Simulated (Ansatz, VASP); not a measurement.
**One calculation of PbO2, two programs**

```
Pb O
1.0
     4.98275    0.00000    0.00000
     0.00000    4.98275    0.00000
     0.00000    0.00000    3.40804
Pb O
2 4
Direct
  0.00000 0.00000 0.00000
  0.50000 0.50000 0.50000
  0.30722 0.30722 0.00000
  0.19278 0.80722 0.50000
  0.69278 0.69278 0.00000
  0.80722 0.19278 0.50000
```

Alike in both runs: task single point; functional PBE; k mesh 6 × 6 × 8; occupations fermi-dirac, width 0.02 eV; no spin polarisation.

|  | VASP | Ansatz |
| --- | --- | --- |
| version | VASP 6.6.1 | Ansatz 0.2.0 |
| potentials or method | VASP PAW PBE potentials, release 64 (Pb_d, O) | plane waves, PAW |
| plane-wave cutoff (eV) | 520 | 420 |
| valence electrons in the cell | 52 | 52 |

VASP gave:

```
pressure (GPa)                                                : 6.6
traceless stress, the component that is largest in VASP (GPa) : 0.81
rms of the force components (eV/Å)                            : 0.015
```

Q: Estimate Ansatz's values.

A: Pressure (GPa): 6.3; traceless stress, the component that is largest in VASP (GPa): 0.70; rms of the force components (eV/Å): 0.010.

Atom by atom the forces differ by 0.005 eV/Å (rms over components). The functional is the same, so the differences come from potentials, cutoffs and numerics.

Spin-orbit coupling is off throughout.
